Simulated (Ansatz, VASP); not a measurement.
## AlN in VASP and in Ansatz

INCAR

```
SYSTEM = AlN
PREC = Accurate
ENCUT = 600
EDIFF = 1E-6
ISMEAR = 0
SIGMA = 0.05
LREAL = .False.
LASPH = .True.
NELM = 120
ALGO = Normal
ISIF = 2
LWAVE = .False.
LCHARG = .False.
GGA = PE
NBANDS = 16
GGA_COMPAT = .False.
```

KPOINTS

```
Automatic mesh
0
Gamma
  6 6 6
  0 0 0
```

Contents of POSCAR:

```
AlN
1.0
    0.0000000000     -2.2566074476     -2.2566074476
   -2.2566074476      0.0000000000     -2.2566074476
    2.2566074476      2.2566074476     -4.5132148953
Al N
2 2
Direct
    0.0036189810      0.0036189810     -0.0108569431
    0.4963810190      0.4963810190      0.5108569431
    0.3748839253      0.3748839253      0.8753482242
    0.8751160747      0.8751160747      0.3746517758
```

Input for Ansatz:

```yaml
crystal:
  lattice:
    - [0.0, -2.2566074476, -2.2566074476]
    - [-2.2566074476, 0.0, -2.2566074476]
    - [2.2566074476, 2.2566074476, -4.5132148953]
  atoms:
    - { symbol: Al, position: [0.003618981, 0.003618981, -0.0108569431] }
    - { symbol: Al, position: [0.496381019, 0.496381019, 0.5108569431] }
    - { symbol: "N", position: [0.3748839253, 0.3748839253, 0.8753482242] }
    - { symbol: "N", position: [0.8751160747, 0.8751160747, 0.3746517758] }
basis:
  ecutwfc: 520.0
kpoints:
  mp_grid: { grid: [6, 6, 6] }
hamiltonian:
  xc: pbe
scf:
  occupations: { method: gaussian, width: 0.05 }
output:
  forces: true
  stress: true
  eigenvalues: true
```

Change from the starting cell: mode 6 frozen in at -0.055 Å, equal normal strain along x, y and z +0.0250.

Alike in both runs: task single point; functional PBE; k mesh 6 × 6 × 6; occupations gaussian, width 0.05 eV; no spin polarisation.

|  | VASP | Ansatz |
| --- | --- | --- |
| version | VASP 6.6.1 | Ansatz 0.2.0 |
| potentials or method | VASP PAW PBE potentials, release 64 (Al, N), cutoff 600 eV | scalar-relativistic, plane waves, PAW |
| valence electrons in the cell | 16 | 16 |

```csv
,VASP,Ansatz,Ansatz less VASP
gap on the k mesh at the Fermi level (eV),2.95,2.96,+0.005
least direct gap on the mesh (eV),3.02,3.01,-0.006
pressure (GPa),-12.3,-11.9,+0.38
"traceless stress, the component that is largest in VASP (GPa)",0.09,0.09,-0.002
rms of the force components (eV/Å),0.631,0.632,+0.0009
```

Atom by atom the forces differ by 0.001 eV/Å (rms over components). With one functional, cell and mesh, what is left measures potentials, basis and numerics.
